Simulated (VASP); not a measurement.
A run of VASP 6.6.1:

Contents of INCAR:

```
SYSTEM = Tl
ALGO = Normal ; EDIFF = 1E-7
ENCUT = 520 ; GGA_COMPAT = .False.
ISIF = 2 ; ISMEAR = -1
LASPH = .True. ; LCHARG = .False.
LNONCOLLINEAR = .True. ; LORBIT = 11
LORBMOM = .True. ; LREAL = .False.
LSORBIT = .True. ; LWAVE = .False.
MAGMOM = 0 0 0 0 0 0 ; NBANDS = 38
NELM = 150 ; PREC = Accurate
SIGMA = 0.1
```

File KPOINTS:

```
k-points
0
Gamma
  11 11 6
  0 0 0
```

File POSCAR:

```
Tl
1.0
    3.4014029942      0.0000000000      0.0000000000
   -1.7007014971      2.9457014015      0.0000000000
    0.0000000000      0.0000000000      5.4430040906
Tl
2
Direct
    0.3333333333      0.6666666667      0.2500000000
    0.6666666667      0.3333333333      0.7500000000
```

Potentials or basis: VASP PAW LDA potentials, release 64 (Tl_d).

Launch:

```bash
$ cat potpaw_LDA.64/Tl_d/POTCAR > POTCAR
$ mpirun -np 1 vasp_ncl > vasp.out
```

Hardware: 1 thread of Intel(R) Xeon(R) Platinum 8559C (Emerald Rapids), with other jobs on the host.

**Question.** How long does it take, and how much memory?

**Answer.** Wall time 2.3 min on 1 thread of Intel(R) Xeon(R) Platinum 8559C (Emerald Rapids), on a shared host, peak memory 0.35 GiB. Counts: scf iterations 12, k points 64.
